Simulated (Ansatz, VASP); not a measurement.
K in VASP and in Ansatz

Contents of INCAR:

```
PREC = Accurate
ENCUT = 520
EDIFF = 1E-6
ISMEAR = -1
SIGMA = 0.05
LREAL = False
LASPH = True
NELM = 80
ALGO = Normal
ISIF = 2
LWAVE = False
LCHARG = True
GGA = B5
ALDAX = 1.0
AGGAX = 1.0
AGGAC = 1.0
ALDAC = 0.0
LELF = True
LVHAR = True
NBANDS = 10
```

KPOINTS

```
regular mesh
0
Gamma
  7 7 7
```

The input POSCAR:

```
K
1.0
   -2.6975585167      2.6975585167      2.6975585167
    2.6975585167     -2.6975585167      2.6975585167
    2.6975585167      2.6975585167     -2.6975585167
K
1
Direct
    0.0000000000      0.0000000000      0.0000000000
```

File input.yaml:

```yaml
crystal:
  lattice:
    - [-2.6975585167, 2.6975585167, 2.6975585167]
    - [2.6975585167, -2.6975585167, 2.6975585167]
    - [2.6975585167, 2.6975585167, -2.6975585167]
  atoms:
    - { symbol: K, position: [0.0, 0.0, 0.0] }
kpoints:
  mp_grid: { grid: [7, 7, 7] }
  band_path:
    path:
      - [0.0, 0.0, 0.0]
      - [0.5, -0.5, 0.5]
      - [0.0, 0.0, 0.5]
      - [0.0, 0.0, 0.0]
      - [0.25, 0.25, 0.25]
      - [0.5, -0.5, 0.5]
    npoints: 10
scf:
  occupations: { method: fermi_dirac, width: 0.05 }
hamiltonian:
  xc: blyp
  pseudopotentials: { kind: all_electron, lapw: { basis_error: 0.001 } }
output:
  forces: true
  stress: true
  eigenvalues: true
```

Alike in both runs: functional BLYP; k mesh 7 × 7 × 7; occupations fermi-dirac, width 0.05 eV; no spin polarisation.

|  | VASP | Ansatz |
| --- | --- | --- |
| version | VASP 6.6.1 | Ansatz 0.2.0 |
| potentials or method | VASP PAW PBE potentials, release 64 (K_sv), cutoff 520 eV | all-electron LAPW, scalar-relativistic |
| task | single point | band structure |

|  | VASP | Ansatz | Ansatz less VASP |
| --- | --- | --- | --- |
| gap on the k mesh at the Fermi level (eV) | none | none | - |
| pressure (GPa) | -0.1 | -0.1 | +0.01 |

VASP's potentials were made for PBE, not for BLYP. A gap of «none» marks a metal or a gap that the smearing closes. Ansatz ran all-electron here, and VASP with PAW potentials.
